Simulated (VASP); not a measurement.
Runs of VASP 6.6.1 on MoRu3W. The structure is that of space group Pm-3m (No. 221), or close to it. The cells are those of the table. 

```tsv
task	cell	k mesh	cutoff (eV)	gap on the mesh (eV)	pressure (GPa)	relaxed volume (Å³/atom)
single point	a = 4.529 Å, 5 atoms	8 × 8 × 8	520	none	0.7	-
single point	a = 4.291 Å, 5 atoms	4 × 4 × 4	520	none	(b)	-
relaxation of cell and atoms	relaxed from a = 4.291 Å, 5 atoms	4 × 4 × 4	600	none	0.0	18.71
single point	a = 4.533 Å, 5 atoms	4 × 4 × 4	520	none	(a)	-
relaxation of cell and atoms	relaxed from a = 4.533 Å, 5 atoms	8 × 8 × 8	600	none	0.0	18.65
```

Alike in all rows: level PBE; potentials or basis VASP PAW PBE potentials, release 64 (Mo_sv, Ru_pv, W_sv); no spin polarisation; smearing gaussian 0.1 eV.

Question: Fill in the values left out.

Answer: (a) 0.8; (b) 43.9.

Caveats: some runs use coarse meshes; spin-orbit coupling is left out, which moves the levels of the heavy elements; the volume moved by over 15 % at a fixed basis, so the end points are rough (some runs).

A k mesh can miss the band edges, and the runs leave out spin-orbit coupling on Mo, Ru, W.

A gap of «none» marks levels without a gap at the run's occupations.
